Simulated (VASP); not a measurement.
# AlN (F-43m) in VASP: a series of runs

The runs below take AlN through single point, with PBE, HSE06, PBE0.

Everything below comes from runs of VASP 6.6.1. Logs are shortened: lines on timing, memory, paths and dates and some standing lists are left out, and cuts for length are marked.

### Step 1. The cell of the first run

Symmetry: F-43m, No. 216, cubic system. The conventional cell has a = 4.370 Å, b = 4.370 Å, c = 4.370 Å, α = 90.00°, β = 90.00°, γ = 90.00°. Al (site symmetry -43m) has 4 N at 1.89 Å within 2.5 Å. N (site symmetry -43m) has 4 Al at 1.89 Å within 2.5 Å.

### Step 2. Single point, PBE

INCAR

```
PREC     = Accurate       # precision mode
ENCUT    = 520            # plane-wave cutoff, eV
EDIFF    = 1E-6           # SCF threshold, eV
ISMEAR   = 0              # smearing method
SIGMA    = 0.01           # smearing width, eV
LREAL    = False          # projectors in reciprocal space
LASPH    = True           # aspherical terms in the spheres
NELM     = 80             # most SCF steps
ALGO     = Normal         # electronic algorithm
ISIF     = 2              # what is computed and relaxed
LWAVE    = False          # write WAVECAR
LCHARG   = False          # write CHGCAR
GGA      = PE             # functional
NBANDS   = 11             # bands
```

KPOINTS

```
Automatic mesh
0
Gamma
  10 10 10
```

POSCAR

```
AlN
1.0
    0.0000000000      2.1848764125      2.1848764125
    2.1848764125      0.0000000000      2.1848764125
    2.1848764125      2.1848764125      0.0000000000
Al N
1 1
Direct
    0.0000000000      0.0000000000      0.0000000000
    0.2500000000      0.2500000000      0.2500000000
```

Potentials or basis: VASP PAW PBE potentials, release 64 (Al, N).

Launch:

```bash
$ cat potpaw_PBE.64/Al/POTCAR potpaw_PBE.64/N/POTCAR > POTCAR
$ mpirun -np 1 vasp_std > vasp.out
```

OUTCAR:

```text
PREC = Accurate
   ENCUT = 520
   EDIFF = 1E-6
   ISMEAR = 0
   LREAL = False
   LASPH = True
   NELM = 80
   ISIF = 2
   GGA = PE

 ion  position               nearest neighbor table
   1  0.000  0.000  0.000-   2 1.89   2 1.89   2 1.89   2 1.89
   2  0.250  0.250  0.250-   1 1.89   1 1.89   1 1.89   1 1.89

  LATTYP: Found a face centered cubic cell.
 ALAT       =     4.3697528250

  Lattice vectors:

 A1 = (   0.0000000000,   2.1848764125,   2.1848764125)
 A2 = (   2.1848764125,   0.0000000000,   2.1848764125)
 A3 = (   2.1848764125,   2.1848764125,   0.0000000000)

Analysis of symmetry for initial positions (statically):
=====================================================================
 Subroutine PRICEL returns:
 Original cell was already a primitive cell.

 Routine SETGRP: Setting up the symmetry group for a
 face centered cubic supercell.

 Subroutine GETGRP returns: Found 24 space group operations
 (whereof 24 operations were pure point group operations)
 out of a pool of 48 trial point group operations.

The static configuration has the point symmetry T_d .

Analysis of symmetry for dynamics (positions and initial velocities):
=====================================================================
 Subroutine PRICEL returns:
 Original cell was already a primitive cell.

 Routine SETGRP: Setting up the symmetry group for a
 face centered cubic supercell.

 Subroutine GETGRP returns: Found 24 space group operations
 (whereof 24 operations were pure point group operations)
 out of a pool of 48 trial point group operations.

The dynamic configuration has the point symmetry T_d .

 Subroutine INISYM returns: Found 24 space group operations
 (whereof 24 operations are pure point group operations),
 and found     1 'primitive' translations

----------------------------------------------------------------------------------------

                                     Primitive cell

  volume of cell :      20.8598

  direct lattice vectors                    reciprocal lattice vectors
     0.000000000  2.184876412  2.184876412    -0.228845896  0.228845896  0.228845896
     2.184876412  0.000000000  2.184876412     0.228845896 -0.228845896  0.228845896
     2.184876412  2.184876412  0.000000000     0.228845896  0.228845896 -0.228845896

  length of vectors
     3.089881855  3.089881855  3.089881855     0.396372719  0.396372719  0.396372719

  position of ions in fractional coordinates (direct lattice)
     0.000000000  0.000000000  0.000000000
     0.250000000  0.250000000  0.250000000

  ion indices of the primitive-cell ions
   primitive index   ion index
                 1           1
                 2           2

----------------------------------------------------------------------------------------

 KPOINTS: Automatic mesh

Automatic generation of k-mesh.
 Grid dimensions read from file:
 generate k-points for:   10   10   10

 Generating k-lattice:

  Cartesian coordinates                     Fractional coordinates (reciprocal lattice)
    -0.022884590  0.022884590  0.022884590     0.100000000  0.000000000  0.000000000
     0.022884590 -0.022884590  0.022884590     0.000000000  0.100000000  0.000000000
     0.022884590  0.022884590 -0.022884590     0.000000000  0.000000000  0.100000000

  Length of vectors
     0.039637272  0.039637272  0.039637272

  Shift w.r.t. Gamma in fractional coordinates (k-lattice)
     0.000000000  0.000000000  0.000000000

 Subroutine IBZKPT returns following result:
 ===========================================

 Found     47 irreducible k-points:

 Following reciprocal coordinates:
            Coordinates               Weight
  0.000000  0.000000  0.000000      1.000000
  0.100000  0.000000  0.000000      8.000000
  0.200000  0.000000  0.000000      8.000000
  0.300000  0.000000  0.000000      8.000000
  0.400000  0.000000  0.000000      8.000000
  0.500000  0.000000  0.000000      4.000000
[... 16 lines left out ...]
  0.300000  0.300000  0.000000      6.000000
  0.400000  0.300000  0.000000     24.000000
 [... further k-points ...]
   k-points           NKPTS =     47   k-points in BZ     NKDIM =     47   number of bands    NBANDS=     11
   number of dos      NEDOS =    301   number of ions     NIONS =      2
   total plane-waves  NPLWV =  13824
   dimension x,y,z NGX =    24 NGY =   24 NGZ =   24
   dimension x,y,z NGXF=    48 NGYF=   48 NGZF=   48
   ions per type =               1   1
   NGX,Y,Z   is equivalent  to a cutoff of  12.91, 12.91, 12.91 a.u.
   NGXF,Y,Z  is equivalent  to a cutoff of  25.83, 25.83, 25.83 a.u.
 SYSTEM =  unknown system
   PREC   = accura    normal or accurate (medium, high low for compatibility)
   ISTART =      0    job   : 0-new  1-cont  2-samecut
   ICHARG =      2    charge: 1-file 2-atom 10-const
   ISPIN  =      1    spin polarized calculation?
   LNONCOLLINEAR =      F non collinear calculations
   LSORBIT =      F    spin-orbit coupling
   LASPH  =      T    aspherical Exc in radial PAW
   ENCUT  =  520.0 eV  38.22 Ry    6.18 a.u.   5.75  5.75  5.75*2*pi/ulx,y,z
   NELM   =     80;   NELMIN=  2; NELMDL= -5     # of ELM steps
   EDIFF  = 0.1E-05   stopping-criterion for ELM
   LREAL  =      F    real-space projection
   EDIFFG = 0.1E-04   stopping-criterion for IOM
   NSW    =      0    number of steps for IOM
   IBRION =     -1    ionic relax: 0-MD 1-quasi-New 2-CG
   NFREE  =      0    steps in history (QN), initial steepest desc. (CG)
   ISIF   =      2    stress and relaxation
   ISYM   =      2    0-nonsym 1-usesym 2-fastsym
   POTIM  = 0.5000    time-step for ionic-motion
   TEBEG  =    0.0;   TEEND  =   0.0 temperature during run
   PSTRESS=    0.0 pullay stress
   NELECT =       8.0000    total number of electrons
   NUPDOWN=      -1.0000    fix difference up-down
   EMIN   =  10.00;   EMAX   =-10.00  energy-range for DOS
   EFERMI =   0.00;   METHOD = LEGACY
   ISMEAR =     0;   SIGMA  =   0.01  broadening in eV -4-tet -1-fermi 0-gaus
   EFERMI_NEDOS =   21; number of points for ismear=-14 and -15
   IALGO  =     38    algorithm
   IMIX   =      4    mixing-type and parameters
     AMIX     =   0.40;   BMIX     =  1.00
     AMIX_MAG =   1.60;   BMIX_MAG =  1.00
  volume/ion in A,a.u.               =      10.43        70.38
  Fermi-wavevector in a.u.,A,eV,Ry     =   1.189418  2.247675 19.248378  1.414716
  Thomas-Fermi vector in A             =   2.325526
   LORBIT       =      0    0 simple, 1 ext, 2 COOP (PROOUT), +10 PAW based schemes
   GGA     = PE    functional components
   LHFCALC =     F    Hartree Fock is set to
   AEXX    =    0.0000 exact exchange contribution
   IVDW    =     0    specifies the selected vdW correction
   LEPSILON=     F    determine dielectric tensor
   LRPA    =     F    only Hartree local field effects (RPA)
 non-spin polarized calculation
 Gauss-broadening in eV      SIGMA  =   0.01
  energy-cutoff  :      520.00
  volume of cell :       20.86
 maximum number of plane-waves:       588
   NGX = 11   NGY = 11   NGZ = 11

 number of electron       8.0000000 magnetization

 Free energy of the ion-electron system (eV)
  ---------------------------------------------------
  ext. energy  EPLUGINS =         0.00000000
  ---------------------------------------------------
  free energy    TOTEN  =       -14.84117527 eV

  energy without entropy =      -14.84117527  energy(sigma->0) =      -14.84117527

 E-fermi :   6.1057     XC(G=0): -10.9284

 val. band max:        5.9585729411   @ k =   0.0000   0.0000   0.0000
 cond. band min:       9.2756758831   @ k =   0.5000   0.5000   0.0000
 fundamental gap:      3.3171029420
 Fermi energy:         6.1056697335

 k-point     1 :       0.0000    0.0000    0.0000
  band No.  band energies     occupation
      1      -9.0151      2.00000
      2       5.9586      2.00000
      3       5.9586      2.00000
      4       5.9586      2.00000
      5      10.1437      0.00000
      6      18.5069      0.00000
      7      18.5069      0.00000
      8      18.5069      0.00000
      9      23.6376      0.00000
     10      23.6376      0.00000
     11      25.0371      0.00000

 k-point     2 :       0.1000    0.0000    0.0000
  band No.  band energies     occupation
      1      -8.8690      2.00000
      2       5.1475      2.00000
      3       5.9070      2.00000
      4       5.9070      2.00000
      5      10.8046      0.00000
      6      18.1184      0.00000
      7      18.6406      0.00000
      8      18.6406      0.00000
      9      22.3821      0.00000
     10      22.3821      0.00000
     11      24.2490      0.00000

 k-point     3 :       0.2000    0.0000    0.0000
  band No.  band energies     occupation
      1      -8.4531      2.00000
      2       3.5443      2.00000
      3       5.7784      2.00000
      4       5.7784      2.00000
      5      11.9292      0.00000
      6      17.3178      0.00000
      7      18.5716      0.00000
      8      18.5716      0.00000
      9      21.8502      0.00000
     10      21.8502      0.00000
     11      23.3788      0.00000

 k-point     4 :       0.3000    0.0000    0.0000
  band No.  band energies     occupation
      1      -7.8489      2.00000
      2       1.9007      2.00000
      3       5.6309      2.00000
      4       5.6309      2.00000
      5      12.7724      0.00000
      6      16.5592      0.00000
      7      17.9129      0.00000
      8      17.9129      0.00000
      9      22.9067      0.00000
     10      22.9067      0.00000
     11      23.1885      0.00000
[... 239 lines left out ...]
 k-point    22 :      -0.2000    0.2000    0.0000
  band No.  band energies     occupation
      1      -7.6504      2.00000
      2       2.2033      2.00000
      3       4.2700      2.00000
      4       5.7045      2.00000
      5      13.5104      0.00000
      6      15.9079      0.00000
      7      17.3487      0.00000
      8      18.4523      0.00000
      9      20.9252      0.00000
     10      24.3894      0.00000
     11      27.3040      0.00000

 k-point    23 :       0.3000    0.3000    0.0000
  band No.  band energies     occupation
      1      -7.4735      2.00000
      2       2.4455      2.00000
      3       4.7204      2.00000
      4       4.7204      2.00000
      5      11.2846      0.00000
      6      15.6530      0.00000
      7      17.8289      0.00000
      8      20.4469      0.00000
      9      20.4469      0.00000
     10      26.3321      0.00000
     11      29.7135      0.00000

 k-point    24 :       0.4000    0.3000    0.0000
  band No.  band energies     occupation
      1      -7.0116      2.00000
      2       1.8127      2.00000
      3       4.2587      2.00000
      4       4.5570      2.00000
      5      10.8717      0.00000
      6      15.4860      0.00000
      7      18.1968      0.00000
      8      20.5340      0.00000
      9      21.0430      0.00000
     10      27.2580      0.00000
     11      29.5024      0.00000

 [... further k-points ...]

------------------------ aborting loop because EDIFF is reached ----------------------------------------

  FORCE on cell =-STRESS in cart. coord.  units (eV):
  Direction    XX          YY          ZZ          XY          YZ          ZX
  --------------------------------------------------------------------------------------
  -------------------------------------------------------------------------------------
  Total        0.5635357      0.5635357      0.5635357      0.0000000      0.0000000      0.0000000
  in kB       43.2833986     43.2833986     43.2833986      0.0000000      0.0000000      0.0000000
  external PRESSURE =      43.2833986 kB  Pullay stress =       0.0000000 kB

 VOLUME and BASIS-vectors are now :
 -----------------------------------------------------------------------------
  energy-cutoff  :      520.00
  volume of cell :       20.86
      direct lattice vectors                 reciprocal lattice vectors
     0.000000000  2.184876412  2.184876412    -0.228845896  0.228845896  0.228845896
     2.184876412  0.000000000  2.184876412     0.228845896 -0.228845896  0.228845896
     2.184876412  2.184876412  0.000000000     0.228845896  0.228845896 -0.228845896

 POSITION                                       TOTAL-FORCE (eV/Angst)
 -----------------------------------------------------------------------------------
      0.00000      0.00000      0.00000        -0.000000      0.000000      0.000000
      1.09244      1.09244      1.09244         0.000000     -0.000000     -0.000000
 -----------------------------------------------------------------------------------
    total drift:                                0.000000      0.000000      0.000000

  FREE ENERGIE OF THE ION-ELECTRON SYSTEM (eV)
  ---------------------------------------------------
  free  energy   TOTEN  =       -14.8411752740 eV

  energy  without entropy=      -14.8411752740  energy(sigma->0) =      -14.84117527
```

It took 6.7 s on 1 thread of AMD EPYC 7R13 (Zen 3), shared host; peak memory 0.11 GiB.

Results:

* Free energy: -14.8412 eV
* Pressure: 4.3 GPa
* Band gap on the k mesh: 3.32 eV, indirect (least direct gap 4.19 eV)

A k mesh can miss the band edges. A hybrid or GW would open this gap; PBE tends to underestimate it.

### Step 3. Single point, HSE06

POSCAR is that of step 2.

INCAR.step1

```
ALGO = Normal
EDIFF = 1E-5
ENCUT = 520
GGA = PE
ISIF = 2
ISMEAR = 0
LASPH = True
LCHARG = False
LREAL = False
LWAVE = True
NBANDS = 11
NELM = 60
PREC = Accurate
SIGMA = 0.01
```

INCAR.step2

```
ALGO = Normal
EDIFF = 1E-7
ENCUT = 520
GGA = PE
HFSCREEN = 0.2079
ISIF = 2
ISMEAR = 0
ISTART = 1
LASPH = True
LCHARG = False
LHFCALC = True
LREAL = False
LWAVE = False
NBANDS = 11
NELM = 60
PREC = Accurate
PRECFOCK = Normal
SIGMA = 0.01
```

KPOINTS

```
k-points
0
Gamma
  6 6 6
```

Potentials or basis: VASP PAW PBE potentials, release 64 (Al, N).

Launch:

```bash
$ cat potpaw_PBE.64/Al/POTCAR potpaw_PBE.64/N/POTCAR > POTCAR
$ cp INCAR.step1 INCAR
$ mpirun -np 1 vasp_std > vasp.out
$ cp INCAR.step2 INCAR
$ mpirun -np 1 vasp_std > vasp.out
```

It took 6.1 min on 1 thread of AMD EPYC 7R13 (Zen 3), shared host; peak memory 0.21 GiB.

The run converged. Its results:

- Free energy: -17.3948 eV
- Pressure: -0.8 GPa
- Band gap on the k mesh: 4.55 eV, indirect (least direct gap 5.54 eV)

Levels at points of the mesh, in eV from the valence-band top:
```csv
k point,band 1,band 2,band 3,band 4,band 5,band 6,band 7,band 8
"(0.00, 0.00, 0.00)",-16.47,0.00,0.00,0.00,5.54,14.23,14.23,14.23
"(0.50, 0.00, 0.00)",-14.29,-6.34,-0.53,-0.53,8.86,11.63,12.74,12.74
"(0.50, 0.50, 0.00)",-13.61,-5.33,-1.95,-1.95,4.55,10.07,16.08,17.81
```

Caveat: the PAW data sets were made with another functional, which shifts forces and pressure a little. A k mesh can miss the band edges.

### Step 4. Single point, PBE0

POSCAR is that of step 3.

INCAR.step1

```
PREC = Accurate
ENCUT = 520
EDIFF = 1E-5
ISMEAR = 0
SIGMA = 0.01
LREAL = F
LASPH = T
NELM = 60
ALGO = Normal
ISIF = 2
LWAVE = T
LCHARG = F
NBANDS = 11
GGA = PE
```

INCAR.step2

```
PREC = Accurate
ENCUT = 520
EDIFF = 1E-6
ISMEAR = 0
SIGMA = 0.01
LREAL = F
LASPH = T
NELM = 60
ALGO = Normal
ISIF = 2
LWAVE = F
LCHARG = F
GGA = PE
LHFCALC = T
AEXX = 0.25
PRECFOCK = Normal
NBANDS = 11
ISTART = 1
```

KPOINTS

```
Automatic mesh
0
Gamma
  6 6 6
```

Launch:

```bash
$ cat potpaw_PBE.64/Al/POTCAR potpaw_PBE.64/N/POTCAR > POTCAR
$ cp INCAR.step1 INCAR
$ mpirun -np 1 vasp_std > vasp.out
$ cp INCAR.step2 INCAR
$ mpirun -np 1 vasp_std > vasp.out
```

Run time: 4.3 min. Hardware: 1 thread of AMD EPYC 7R13 (Zen 3), shared host; peak memory 0.11 GiB.

The run converged. Its results:

| Property | Result |
| --- | --- |
| Free energy | -18.3219 eV |
| Pressure | -0.8 GPa |
| Band gap on the k mesh | 5.30 eV, indirect (least direct gap 6.29 eV) |

Levels at points of the mesh, in eV from the valence-band top:
```
           k point  band 1  band 2  band 3  band 4  band 5  band 6  band 7  band 8
(0.00, 0.00, 0.00)  -16.50    0.00    0.00    0.00    6.29   15.02   15.02   15.02
(0.50, 0.00, 0.00)  -14.31   -6.38   -0.54   -0.54    9.63   12.41   13.53   13.53
(0.50, 0.50, 0.00)  -13.63   -5.36   -1.96   -1.96    5.30   10.84   16.88   18.60
```

Caveat: the PAW data sets were made with another functional, which shifts forces and pressure a little.

### Step 5. The runs side by side

| level | k mesh | grid for exact exchange (PRECFOCK) | screening parameter | gap on the mesh (eV) | pressure (GPa) |
| --- | --- | --- | --- | --- | --- |
| PBE | 10 × 10 × 10 | - | - | 3.32 | 4.3 |
| HSE06 | 6 × 6 × 6 | Normal | 0.2079 1/Å | 4.55 | -0.8 |
| PBE0 | 6 × 6 × 6 | Normal | - | 5.30 | -0.8 |

Alike in all rows: task single point; potentials or basis VASP PAW PBE potentials, release 64 (Al, N); no spin polarisation; cell as given; cutoff (eV) 520; smearing gaussian 0.01 eV.

On the cell as given the gap runs from 3.32 eV (PBE) to 5.30 eV (PBE0); the meshes differ, which moves gaps too. The pressure there spans -0.8 GPa (PBE0) to 4.3 GPa (PBE); a positive pressure means that this level wants a larger cell, a negative one a smaller.

Caveats: the PAW data sets were made with another functional, which shifts forces and pressure a little (some runs).

Total energies depend on the potentials used, so only differences within one code and one set of settings carry meaning.
